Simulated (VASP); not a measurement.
Input of a VASP 6.6.1 run:

INCAR

```
SYSTEM = Mg
PREC = Accurate ; ENCUT = 520
EDIFF = 1E-6 ; ISMEAR = -1
SIGMA = 0.1 ; LREAL = .FALSE.
LASPH = .TRUE. ; NELM = 80
ALGO = Normal ; ISIF = 2
LWAVE = .FALSE. ; LCHARG = .TRUE.
GGA = PS ; LELF = .TRUE.
LVHAR = .TRUE. ; NBANDS = 9
```

The input KPOINTS:

```
regular mesh
0
G
  19 19 10
  0 0 0
```

Contents of POSCAR:

```
Mg
1.0
    3.2167414118      0.0000000000      0.0000000000
   -1.6083707059      2.7857797800      0.0000000000
    0.0000000000      0.0000000000      5.2221488858
Mg
2
Direct
    0.3333333333      0.6666666667      0.2500000000
    0.6666666667      0.3333333333      0.7500000000
```

Potentials or basis: VASP PAW PBE potentials, release 64 (Mg).

Run with:

```console
$ cat potpaw_PBE.64/Mg/POTCAR > POTCAR
$ mpirun -np 1 vasp_std > vasp.out
```

Problem. What does it give for the band gap on the k mesh?

Solution. Zero (bands 2 and 3 overlap by 2.18 eV).

Problem. Estimate the pressure.

Solution. -1.3 GPa.

Caveat: the PAW data sets were made with another functional, which shifts forces and pressure a little.
